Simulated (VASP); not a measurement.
# BaTiO3 (Amm2) in VASP: a series of runs

BaTiO3 is run at these levels: PBEsol; tasks: single point.

Everything below comes from runs of VASP 6.6.1. Logs are shortened: lines on timing, memory, paths and dates and some standing lists are left out, and cuts for length are marked.

## (1) The cell of the first run

It takes space group Amm2 (No. 38, orthorhombic). The conventional cell has a = 3.918 Å, b = 5.578 Å, c = 5.594 Å, α = 90.00°, β = 90.00°, γ = 90.00°. Within 3.6 Å of Ba (site symmetry mm2) lie 12 O at 2.73 to 2.87 Å and 8 Ti at 3.36 to 3.47 Å. Ti (site symmetry mm2) has 6 O at 1.89 to 2.06 Å within 2.5 Å. Within 2.6 Å of O (site symmetry mm2) lie 2 Ti at 1.96 Å. O (site symmetry m) has 2 Ti at 1.89 to 2.06 Å within 2.5 Å.

## (2) Single point, PBEsol

Contents of INCAR:

```
SYSTEM = BaTiO3
PREC = Accurate
ENCUT = 520
EDIFF = 1E-6
ISMEAR = 0
SIGMA = 0.01
LREAL = .FALSE.
LASPH = .TRUE.
NELM = 100
ALGO = Normal
ISIF = 2
LWAVE = .FALSE.
LCHARG = .FALSE.
GGA = PS
NBANDS = 28
```

Contents of KPOINTS:

```
Automatic mesh
0
G
  6 6 6
  0 0 0
```

Contents of POSCAR:

```
BaTiO3
1.0
    3.9179361002      0.0000000000      0.0000000000
    0.0000000000      2.7888076584      2.7969178009
    0.0000000000     -2.7888076584      2.7969178009
Ba Ti O
1 1 3
Direct
    0.0000000000      0.0000000000      0.0000000000
    0.5000000000      0.5124000000      0.5124000000
    0.0000000000      0.4874000000      0.4874000000
    0.5000000000      0.5052400000      0.9918400000
    0.5000000000      0.9918400000      0.5052400000
```

Potentials or basis: VASP PAW PBE potentials, release 64 (Ba_sv, Ti_sv, O).

Run with:

```console
cat potpaw_PBE.64/Ba_sv/POTCAR potpaw_PBE.64/Ti_sv/POTCAR potpaw_PBE.64/O/POTCAR > POTCAR
mpirun -np 1 vasp_std > vasp.out
```

OUTCAR:

```text
SYSTEM = BaTiO3
   PREC = Accurate
   ENCUT = 520
   EDIFF = 1E-6
   ISMEAR = 0
   LREAL = .FALSE.
   LASPH = .TRUE.
   NELM = 100
   ISIF = 2
   GGA = PS

 ion  position               nearest neighbor table
   1  0.000  0.000  0.000-   3 2.73   4 2.77   5 2.77   4 2.77   5 2.77   3 2.79   3 2.79   4 2.80
                             5 2.80   5 2.80   4 2.80   3 2.87   2 3.36   2 3.36   2 3.41   2 3.41
   2  0.500  0.512  0.512-   4 1.89   5 1.89   3 1.96   3 1.96   5 2.06   4 2.06   1 3.36   1 3.36
                             1 3.41   1 3.41   1 3.41   1 3.41   1 3.47   1 3.47
   3  0.000  0.487  0.487-   2 1.96   2 1.96   1 2.73   1 2.79   1 2.79   1 2.87
   4  0.500  0.505  0.992-   2 1.89   2 2.06   1 2.77   1 2.77   1 2.80   1 2.80
   5  0.500  0.992  0.505-   2 1.89   2 2.06   1 2.77   1 2.77   1 2.80   1 2.80

  LATTYP: Found a base centered orthorhombic cell.
 ALAT       =     5.5776153168
 B/A-ratio  =     1.0029081039
 C/A-ratio  =     0.7024392823

  Lattice vectors:

 A1 = (   0.0000000000,   2.7888076584,  -2.7969178009)
 A2 = (   0.0000000000,   2.7888076584,   2.7969178009)
 A3 = (   3.9179361002,   0.0000000000,   0.0000000000)

Analysis of symmetry for initial positions (statically):
=====================================================================
 Subroutine PRICEL returns:
 Original cell was already a primitive cell.

 Routine SETGRP: Setting up the symmetry group for a
 base centered orthorhombic supercell.

 Subroutine GETGRP returns: Found  4 space group operations
 (whereof  4 operations were pure point group operations)
 out of a pool of  8 trial point group operations.

The static configuration has the point symmetry C_2v.

Analysis of symmetry for dynamics (positions and initial velocities):
=====================================================================
 Subroutine PRICEL returns:
 Original cell was already a primitive cell.

 Routine SETGRP: Setting up the symmetry group for a
 base centered orthorhombic supercell.

 Subroutine GETGRP returns: Found  4 space group operations
 (whereof  4 operations were pure point group operations)
 out of a pool of  8 trial point group operations.

The dynamic configuration has the point symmetry C_2v.

 Subroutine INISYM returns: Found  4 space group operations
 (whereof  4 operations are pure point group operations),
 and found     1 'primitive' translations

----------------------------------------------------------------------------------------

                                     Primitive cell

  volume of cell :      61.1203

  direct lattice vectors                    reciprocal lattice vectors
     3.917936100  0.000000000  0.000000000     0.255236424  0.000000000  0.000000000
     0.000000000  2.788807658  2.796917801     0.000000000  0.179288091  0.178768214
     0.000000000 -2.788807658  2.796917801     0.000000000 -0.179288091  0.178768214

  length of vectors
     3.917936100  3.949708513  3.949708513     0.255236424  0.253184308  0.253184308

  position of ions in fractional coordinates (direct lattice)
     0.000000000  0.000000000  0.000000000
     0.500000000  0.512400000  0.512400000
     0.000000000  0.487400000  0.487400000
     0.500000000  0.505240000  0.991840000
     0.500000000  0.991840000  0.505240000

  ion indices of the primitive-cell ions
   primitive index   ion index
                 1           1
                 2           2
                 3           3
                 4           4
                 5           5

----------------------------------------------------------------------------------------

 KPOINTS: Automatic mesh

Automatic generation of k-mesh.
 Grid dimensions read from file:
 generate k-points for:    6    6    6

 Generating k-lattice:

  Cartesian coordinates                     Fractional coordinates (reciprocal lattice)
     0.042539404  0.000000000  0.000000000     0.166666667  0.000000000  0.000000000
     0.000000000  0.029881348  0.029794702     0.000000000  0.166666667  0.000000000
     0.000000000 -0.029881348  0.029794702     0.000000000  0.000000000  0.166666667

  Length of vectors
     0.042539404  0.042197385  0.042197385

  Shift w.r.t. Gamma in fractional coordinates (k-lattice)
     0.000000000  0.000000000  0.000000000

 Subroutine IBZKPT returns following result:
 ===========================================

 Found     52 irreducible k-points:

 Following reciprocal coordinates:
            Coordinates               Weight
  0.000000  0.000000  0.000000      1.000000
  0.166667  0.000000  0.000000      2.000000
  0.333333  0.000000  0.000000      2.000000
  0.500000  0.000000  0.000000      1.000000
  0.000000  0.166667 -0.000000      4.000000
  0.166667  0.166667 -0.000000      8.000000
[... 16 lines left out ...]
  0.333333  0.333333  0.166667      8.000000
  0.500000  0.333333  0.166667      4.000000
 [... further k-points ...]
[... 35 lines left out ...]
   IALGO  =     38    algorithm
   IMIX   =      4    mixing-type and parameters
     AMIX     =   0.40;   BMIX     =  1.00
     AMIX_MAG =   1.60;   BMIX_MAG =  1.00
  volume/ion in A,a.u.               =      12.22        82.49
  Fermi-wavevector in a.u.,A,eV,Ry     =   1.421345  2.685953 27.486799  2.020223
  Thomas-Fermi vector in A             =   2.542165
   LORBIT       =      0    0 simple, 1 ext, 2 COOP (PROOUT), +10 PAW based schemes
   GGA     = PS    functional components
   LHFCALC =     F    Hartree Fock is set to
   AEXX    =    0.0000 exact exchange contribution
   IVDW    =     0    specifies the selected vdW correction
   LEPSILON=     F    determine dielectric tensor
   LRPA    =     F    only Hartree local field effects (RPA)
 non-spin polarized calculation
 Gauss-broadening in eV      SIGMA  =   0.01
  energy-cutoff  :      520.00
  volume of cell :       61.12
 maximum number of plane-waves:      1667
 NGX is ok and might be reduce to    30
   NGX = 15   NGY = 15   NGZ = 15

 number of electron      40.0000006 magnetization

 Free energy of the ion-electron system (eV)
  ---------------------------------------------------
  ext. energy  EPLUGINS =         0.00000000
  ---------------------------------------------------
  free energy    TOTEN  =       -41.92367435 eV

  energy without entropy =      -41.92367435  energy(sigma->0) =      -41.92367435

 E-fermi :   4.1282     XC(G=0): -11.7674

 val. band max:        4.0679678386   @ k =   0.5000   0.5000   0.5000
 cond. band min:       5.9684566673   @ k =   0.0000   0.0000   0.0000
 fundamental gap:      1.9004888287
 Fermi energy:         4.1282497176

 k-point     1 :       0.0000    0.0000    0.0000
  band No.  band energies     occupation
      1     -52.0176      2.00000
      2     -28.3917      2.00000
      3     -28.3884      2.00000
      4     -28.3721      2.00000
      5     -20.6031      2.00000
      6     -12.8480      2.00000
[... 20 lines left out ...]
     27       9.0861      0.00000
     28      11.7708      0.00000

 k-point     2 :       0.1667    0.0000    0.0000
  band No.  band energies     occupation
      1     -52.0172      2.00000
      2     -28.3910      2.00000
      3     -28.3907      2.00000
      4     -28.3874      2.00000
      5     -20.5627      2.00000
      6     -12.8863      2.00000
[... 20 lines left out ...]
     27       9.6358      0.00000
     28      12.4578      0.00000

 k-point     3 :       0.3333    0.0000    0.0000
  band No.  band energies     occupation
      1     -52.0164      2.00000
      2     -28.4268      2.00000
      3     -28.3895      2.00000
      4     -28.3861      2.00000
      5     -20.4798      2.00000
      6     -13.0705      2.00000
[... 20 lines left out ...]
     27      10.9637      0.00000
     28      12.5142      0.00000

 k-point     4 :       0.5000    0.0000    0.0000
  band No.  band energies     occupation
      1     -52.0160      2.00000
      2     -28.4448      2.00000
      3     -28.3888      2.00000
      4     -28.3854      2.00000
      5     -20.4371      2.00000
      6     -13.1852      2.00000
[... 578 lines left out ...]
     27      11.6932      0.00000
     28      12.8282      0.00000

 k-point    23 :       0.3333    0.3333    0.1667
  band No.  band energies     occupation
      1     -52.0151      2.00000
      2     -28.4363      2.00000
      3     -28.4226      2.00000
      4     -28.4021      2.00000
      5     -20.3750      2.00000
      6     -12.6402      2.00000
[... 20 lines left out ...]
     27      12.5546      0.00000
     28      12.6473      0.00000

 k-point    24 :       0.5000    0.3333    0.1667
  band No.  band energies     occupation
      1     -52.0147      2.00000
      2     -28.4401      2.00000
      3     -28.4351      2.00000
      4     -28.4013      2.00000
      5     -20.3462      2.00000
      6     -12.5801      2.00000
[... 20 lines left out ...]
     27      12.4587      0.00000
     28      12.8968      0.00000

 [... further k-points ...]
[... 5 lines left out ...]
  --------------------------------------------------------------------------------------
  -------------------------------------------------------------------------------------
  Total        2.9223770      2.9852995      2.7119412      0.0000000      0.0000000      0.0000000
  in kB       76.6057235     78.2551425     71.0894645      0.0000000      0.0000000      0.0000000
  external PRESSURE =      75.3167768 kB  Pullay stress =       0.0000000 kB

 VOLUME and BASIS-vectors are now :
 -----------------------------------------------------------------------------
  energy-cutoff  :      520.00
  volume of cell :       61.12
      direct lattice vectors                 reciprocal lattice vectors
     3.917936100  0.000000000  0.000000000     0.255236424  0.000000000  0.000000000
     0.000000000  2.788807658  2.796917801     0.000000000  0.179288091  0.178768214
     0.000000000 -2.788807658  2.796917801     0.000000000 -0.179288091  0.178768214

 POSITION                                       TOTAL-FORCE (eV/Angst)
 -----------------------------------------------------------------------------------
      0.00000      0.00000      0.00000         0.000000      0.000000      0.163866
      1.95897      0.00000      2.86628         0.000000      0.000000     -0.093801
      0.00000      0.00000      2.72644         0.000000      0.000000      0.193294
      1.95897     -1.35703      4.18721         0.000000     -0.187678     -0.131679
      1.95897      1.35703      4.18721         0.000000      0.187678     -0.131679
 -----------------------------------------------------------------------------------
    total drift:                                0.000000      0.000001     -0.000221

  FREE ENERGIE OF THE ION-ELECTRON SYSTEM (eV)
  ---------------------------------------------------
  free  energy   TOTEN  =       -41.9236743454 eV

  energy  without entropy=      -41.9236743454  energy(sigma->0) =      -41.92367435
```

It took 2.4 min on 1 thread of Intel Xeon 8259CL, shared host; peak memory 0.23 GiB.

What came out:

- Free energy: -41.9237 eV
- Pressure: 7.5 GPa
- Largest force: 0.229 eV/Å
- Band gap on the k mesh: 1.90 eV (least direct gap 2.06 eV)

Forces in eV/Å, atoms in the order of the input:
```
Ba   0.000  0.000  0.164
Ti   0.000  0.000 -0.094
O    0.000  0.000  0.193
O    0.000 -0.188 -0.132
O    0.000  0.188 -0.132
```

Stress tensor (GPa, compression positive):
```
7.66 0.00 0.00
0.00 7.83 0.00
0.00 0.00 7.11
```

Levels at points of the mesh, in eV from the valence-band top:
| k point | band 17 | band 18 | band 19 | band 20 | band 21 | band 22 | band 23 | band 24 |
| --- | --- | --- | --- | --- | --- | --- | --- | --- |
| (0.00, 0.00, 0.00) | -1.19 | -0.32 | -0.20 | -0.15 | 1.90 | 1.97 | 2.15 | 4.40 |
| (0.50, 0.00, 0.00) | -1.91 | -1.82 | -0.83 | -0.78 | 2.14 | 3.77 | 3.86 | 4.39 |
| (0.00, 0.50, 0.00) | -1.93 | -1.78 | -0.83 | -0.75 | 2.19 | 3.80 | 3.83 | 4.44 |
| (0.50, 0.50, 0.00) | -1.71 | -0.86 | -0.85 | -0.10 | 3.82 | 3.84 | 4.23 | 5.21 |
| (0.00, 0.50, 0.50) | -1.66 | -0.88 | -0.85 | -0.15 | 3.80 | 3.87 | 4.22 | 5.35 |
| (0.50, 0.50, 0.50) | -2.37 | -0.05 | -0.01 | 0.00 | 4.49 | 4.53 | 4.55 | 6.77 |

Caveat: the cell stands under pressure; the PAW data sets were made with another functional, which shifts forces and pressure a little; spin-orbit coupling is left out, which moves the levels of the heavy elements.

## (3) Single point, PBEsol

This run uses another cell than the first one, of 13.00 Å³/atom.

Contents of INCAR:

```
SYSTEM = BaTiO3
ALGO = Normal
EDIFF = 1E-6
ENCUT = 520
GGA = PS
ISIF = 2
ISMEAR = 0
LASPH = .TRUE.
LCHARG = .TRUE.
LELF = .TRUE.
LREAL = .FALSE.
LVHAR = .TRUE.
LWAVE = .FALSE.
NBANDS = 28
NELM = 60
PREC = Accurate
SIGMA = 0.01
```

Contents of KPOINTS:

```
k-points
0
G
  6 6 6
  0 0 0
```

POSCAR, as its differences from that of step 2:

```diff
@@ -2,5 +2,5 @@
 1.0
-    3.9179361002      0.0000000000      0.0000000000
-    0.0000000000      2.7888076584      2.7969178009
-    0.0000000000     -2.7888076584      2.7969178009
+    3.9987409611      0.0000000000      0.0000000000
+    0.0000000000      2.8463249862      2.8546023950
+    0.0000000000     -2.8463249862      2.8546023950
 Ba Ti O
```

Potentials or basis: VASP PAW PBE potentials, release 64 (Ba_sv, Ti_sv, O).

Run with:

```console
cat potpaw_PBE.64/Ba_sv/POTCAR potpaw_PBE.64/Ti_sv/POTCAR potpaw_PBE.64/O/POTCAR > POTCAR
mpirun -np 1 vasp_std > vasp.out
```

It took 2.4 min on 1 thread of Intel Xeon 8259CL, shared host; peak memory 0.24 GiB.

Results (log left out):

```
Free energy            : -41.9658 eV
Pressure               : -3.8 GPa
Largest force          : 0.307 eV/Å
Band gap on the k mesh : 1.79 eV (least direct gap 2.00 eV)
```

Forces on the atoms (eV/Å):
```
Ba   0.000  0.000  0.152
Ti   0.000  0.000  0.232
O    0.000  0.000  0.224
O    0.000  0.044 -0.304
O    0.000 -0.044 -0.304
```

Stress tensor (GPa, compression positive):
```
-3.69  0.00  0.00
 0.00 -3.54  0.00
 0.00  0.00 -4.15
```

Levels at points of the mesh, in eV from the valence-band top:
| k point | band 18 | band 19 | band 20 | band 21 | band 22 | band 23 |
| --- | --- | --- | --- | --- | --- | --- |
| (0.00, 0.00, 0.00) | -0.37 | -0.26 | -0.22 | 1.79 | 1.85 | 2.01 |
| (0.50, 0.00, 0.00) | -1.75 | -0.84 | -0.79 | 1.99 | 3.46 | 3.54 |
| (0.00, 0.50, 0.00) | -1.69 | -0.83 | -0.75 | 2.04 | 3.49 | 3.51 |
| (0.50, 0.50, 0.00) | -0.91 | -0.89 | -0.09 | 3.50 | 3.52 | 3.89 |
| (0.00, 0.50, 0.50) | -0.92 | -0.88 | -0.14 | 3.49 | 3.55 | 3.89 |
| (0.50, 0.50, 0.50) | -0.05 | -0.01 | 0.00 | 4.11 | 4.15 | 4.16 |

Caveat: the cell stands under tension; the PAW data sets were made with another functional, which shifts forces and pressure a little; spin-orbit coupling is left out, which moves the levels of the heavy elements. PBEsol gaps usually lie below the measured ones, often by a third to a half.

## (4) Single point, PBEsol

This run uses another cell than the first one, of 13.77 Å³/atom.

Contents of INCAR:

```
SYSTEM = BaTiO3
PREC = Accurate
ENCUT = 520
EDIFF = 1E-6
ISMEAR = 0
SIGMA = 0.01
LREAL = .FALSE.
LASPH = .TRUE.
NELM = 60
ALGO = Normal
ISIF = 2
LWAVE = .FALSE.
LCHARG = .TRUE.
GGA = PS
LELF = .TRUE.
LVHAR = .TRUE.
NBANDS = 28
```

Contents of KPOINTS:

```
regular mesh
0
G
  6 6 6
  0 0 0
```

POSCAR, as its differences from that of step 3:

```diff
@@ -2,5 +2,5 @@
 1.0
-    3.9987409611      0.0000000000      0.0000000000
-    0.0000000000      2.8463249862      2.8546023950
-    0.0000000000     -2.8463249862      2.8546023950
+    4.0764057548      0.0000000000      0.0000000000
+    0.0000000000      2.9016071975      2.9100453728
+    0.0000000000     -2.9016071975      2.9100453728
 Ba Ti O
```

Run with:

```console
cat potpaw_PBE.64/Ba_sv/POTCAR potpaw_PBE.64/Ti_sv/POTCAR potpaw_PBE.64/O/POTCAR > POTCAR
mpirun -np 1 vasp_std > vasp.out
```

Run time: 2.4 min. Hardware: 1 thread of Intel Xeon 8259CL, shared host; peak memory 0.25 GiB.

Results (log left out):

```yaml
Free_energy: -41.7770 eV
Pressure: -11.8 GPa
Largest_force: 0.506 eV/Å
Band_gap_on_the_k_mesh: 1.67 eV (least direct gap 1.93 eV)
```

Forces in eV/Å, atoms in the order of the input:
```
Ba   0.000  0.000  0.143
Ti   0.000  0.000  0.506
O    0.000  0.000  0.243
O    0.000  0.233 -0.446
O    0.000 -0.233 -0.446
```

Stress tensor (GPa, compression positive):
```
-11.74   0.00   0.00
  0.00 -11.60   0.00
  0.00   0.00 -12.13
```

Levels at points of the mesh, in eV from the valence-band top:
| k point | band 16 | band 17 | band 18 | band 19 | band 20 | band 21 | band 22 | band 23 | band 24 | band 25 |
| --- | --- | --- | --- | --- | --- | --- | --- | --- | --- | --- |
| (0.00, 0.00, 0.00) | -1.06 | -1.00 | -0.39 | -0.30 | -0.26 | 1.67 | 1.73 | 1.87 | 3.60 | 3.63 |
| (0.50, 0.00, 0.00) | -1.85 | -1.73 | -1.67 | -0.83 | -0.78 | 1.85 | 3.18 | 3.26 | 3.58 | 5.27 |
| (0.00, 0.50, 0.00) | -1.85 | -1.78 | -1.60 | -0.82 | -0.75 | 1.89 | 3.21 | 3.23 | 3.62 | 5.37 |
| (0.50, 0.50, 0.00) | -2.49 | -1.75 | -0.93 | -0.92 | -0.08 | 3.22 | 3.23 | 3.59 | 4.25 | 6.98 |
| (0.00, 0.50, 0.50) | -2.49 | -1.69 | -0.94 | -0.90 | -0.13 | 3.21 | 3.26 | 3.58 | 4.36 | 7.01 |
| (0.50, 0.50, 0.50) | -2.42 | -2.42 | -0.04 | -0.01 | 0.00 | 3.76 | 3.80 | 3.81 | 6.20 | 6.26 |

Caveat: the cell stands under tension; the PAW data sets were made with another functional, which shifts forces and pressure a little; spin-orbit coupling is left out, which moves the levels of the heavy elements.

## (5) The runs side by side

| cell | gap on the mesh (eV) | pressure (GPa) | largest force (eV/Å) |
| --- | --- | --- | --- |
| a = 3.918, b = 3.950, c = 3.950 Å, angles 89.8, 90.0, 90.0°, 5 atoms | 1.90 | 7.5 | 0.23 |
| a = 3.999, b = 4.031, c = 4.031 Å, angles 89.8, 90.0, 90.0°, 5 atoms | 1.79 | -3.8 | 0.31 |
| a = 4.076, b = 4.109, c = 4.109 Å, angles 89.8, 90.0, 90.0°, 5 atoms | 1.67 | -11.8 | 0.51 |

Alike in all rows: task single point; level PBEsol; potentials or basis VASP PAW PBE potentials, release 64 (Ba_sv, Ti_sv, O); no spin polarisation; k mesh 6 × 6 × 6; cutoff (eV) 520; smearing gaussian 0.01 eV.

Caveats: the PAW data sets were made with another functional, which shifts forces and pressure a little; spin-orbit coupling is left out, which moves the levels of the heavy elements; the cell stands under tension (at least some runs); the cell stands under pressure (at least some runs).

Total energies depend on the potentials used, so only differences within one code and one set of settings carry meaning.
